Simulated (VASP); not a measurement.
Bi2Se3 (Paraguanajuatite):

```
CELL_PARAMETERS angstrom
2.09876 1.21172 9.67094
-2.09876 1.21172 9.67094
0.00000 -2.42344 9.67094
ATOMIC_POSITIONS crystal
Bi 0.59920 0.59920 0.59920
Bi 0.40080 0.40080 0.40080
Se 0.78830 0.78830 0.78830
Se 0.21170 0.21170 0.21170
Se 0.00000 0.00000 0.00000
```

Base run:

| Property | Result |
| --- | --- |
| Program | VASP 6.6.1 |
| Functional | PBEsol |
| Potentials or basis | VASP PAW PBE potentials, release 64 (Bi_d, Se) |
| Cutoff | 520 eV |
| k mesh | 8 × 8 × 8 |
| Occupations | fermi-dirac, width 0.05 eV |
| Spin | no spin polarisation |

Its results: band gap on the k mesh 0.17 eV, direct; pressure -2.5 GPa; largest force 0.212 eV/Å.

Q: The run is repeated on the same cell with these changes: functional from PBEsol to BLYP; further incar settings from ALGO = Normal; EDIFF = 1e-06; NBANDS = 32 to ALGO = Normal; EDIFF = 1e-07; NBANDS = 32. What comes out?

A: Band gap on the k mesh 0.28 eV, direct; pressure 3.8 GPa; largest force 0.049 eV/Å.

Caveats: the PAW data sets were made with another functional, which shifts forces and pressure a little; spin-orbit coupling is left out, which moves the levels of the heavy elements.

A k mesh can miss the band edges.
